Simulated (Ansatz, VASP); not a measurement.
**BN: VASP beside Ansatz**

```
B N
1.0
     2.60502    0.00000    0.00000
    -1.30251    2.25601    0.00000
     0.00000    0.00000    4.22685
B N
2 2
Direct
  0.66667 0.33333 0.99972
  0.33333 0.66667 0.49972
  0.66667 0.33333 0.62528
  0.33333 0.66667 0.12528
```

Change from the starting cell: strain +0.0200 x Voigt [1, 1, 0, 0, 0, 0], atoms carried along.

Alike in both runs: task single point; functional PBE; k mesh 12 × 12 × 6; occupations gaussian, width 0.05 eV; no spin polarisation.

```csv
,VASP,Ansatz
version,VASP 6.6.1,Ansatz 0.2.0
potentials or method,"VASP PAW PBE potentials, release 64 (B, N), cutoff 520 eV","scalar-relativistic, plane waves, PAW"
valence electrons in the cell,16,16
```

```csv
,VASP,Ansatz,Ansatz less VASP
gap on the k mesh at the Fermi level (eV),5.31,5.33,+0.016
least direct gap on the mesh (eV),7.91,7.92,+0.007
pressure (GPa),-13.4,-13.5,-0.11
"traceless stress, the component that is largest in VASP (GPa)",10.88,10.83,-0.050
rms of the force components (eV/Å),0.020,0.019,-0.0011
```

Atom by atom the forces differ by 0.001 eV/Å (rms over components).
